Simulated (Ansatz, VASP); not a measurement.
MgS: VASP beside Ansatz

```
CELL_PARAMETERS angstrom
4.23079 0.00000 0.00000
-2.11540 3.66397 0.00000
0.00000 0.00000 5.21168
ATOMIC_POSITIONS crystal
Mg 0.33333 0.66667 0.25000
Mg 0.66667 0.33333 0.75000
S 0.66667 0.33333 0.25000
S 0.33333 0.66667 0.75000
```

Alike in both runs: task single point; functional PBE; k mesh 6 × 6 × 4; no spin polarisation.

```csv
,VASP,Ansatz
version,VASP 6.6.1,Ansatz 0.2.0
potentials or method,"VASP PAW PBE potentials, release 64 (Mg, S)","plane waves, PAW"
plane-wave cutoff (eV),520,420
occupations,"gaussian, width 0.01 eV",fixed
valence electrons in the cell,16,32
```

```tsv
	VASP	Ansatz	Ansatz less VASP
gap on the k mesh at the Fermi level (eV)	3.10	3.11	+0.011
pressure (GPa)	4.0	4.2	+0.21
traceless stress, the component that is largest in VASP (GPa)	-0.22	-0.20	+0.019
```

VASP's potentials hold 16 valence electrons a cell and Ansatz's 32, so a difference there can come from the potentials and not from the codes.
